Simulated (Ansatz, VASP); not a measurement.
## One calculation of SnO2, two programs

File INCAR:

```
SYSTEM = SnO2
  PREC = Accurate
  ENCUT = 600
  EDIFF = 1E-6
  ISMEAR = -1
  SIGMA = 0.05
  LREAL = .FALSE.
  LASPH = .TRUE.
  NELM = 100
  ALGO = Normal
  ISIF = 3
  LWAVE = .FALSE.
  LCHARG = .FALSE.
  GGA = PE
  IBRION = 2
  NSW = 60
  EDIFFG = -0.01
```

KPOINTS

```
regular mesh
0
G
  9 9 9
  0 0 0
```

Contents of POSCAR:

```
SnO2
1.0
    0.0000000000      2.5741500000      2.5741500000
    2.5741500000      0.0000000000      2.5741500000
    2.5741500000      2.5741500000      0.0000000000
Sn O
1 2
Direct
    0.0000000000      0.0000000000      0.0000000000
    0.7500000000      0.7500000000      0.7500000000
    0.2500000000      0.2500000000      0.2500000000
```

The input input.yaml:

```yaml
crystal:
  lattice:
    - [0.0, 2.57415, 2.57415]
    - [2.57415, 0.0, 2.57415]
    - [2.57415, 2.57415, 0.0]
  atoms:
    - { symbol: Sn, position: [0.0, 0.0, 0.0] }
    - { symbol: O, position: [0.75, 0.75, 0.75] }
    - { symbol: O, position: [0.25, 0.25, 0.25] }
hamiltonian:
  xc: pbe
  pseudopotentials: { kind: paw }
kpoints:
  mp_grid: { grid: [9, 9, 9] }
scf:
  occupations: { method: fermi_dirac, width: 0.05 }
output:
  forces: true
  stress: true
  eigenvalues: true
  write_density: true
  write_potential: true
  elf: true
  volumetric_format: npy
relax:
  f_tol: 0.01
  max_steps: 40
  cell: { stress_tol: 0.05 }
```

Alike in both runs: task relaxation of cell and atoms; functional PBE; k mesh 9 × 9 × 9; occupations fermi-dirac, width 0.05 eV; no spin polarisation.

|  | VASP | Ansatz |
| --- | --- | --- |
| version | VASP 6.6.1 | Ansatz 0.2.0 |
| potentials or method | VASP PAW PBE potentials, release 64 (Sn_d, O) | Ansatz PAW |
| plane-wave cutoff (eV) | 600 | 420 |
| valence electrons in the cell | 26 | 26 |

```tsv
	VASP	Ansatz	Ansatz less VASP
gap on the k mesh at the Fermi level, each at its own relaxed structure (eV)	none	none	-
relaxed volume (Å³/atom)	11.37	11.34	-0.028
relaxed cell length with the largest relative difference (Å)	3.640	3.637	-0.0030
```

A gap of «none» marks a metal or a gap that the smearing closes.

Noted on VASP's run: the relaxation stopped at its first step, so nothing moved. Noted on Ansatz's run: the plane-wave basis is chosen anew once the cell has moved, so the energies of steps on either side of that aren't comparable.
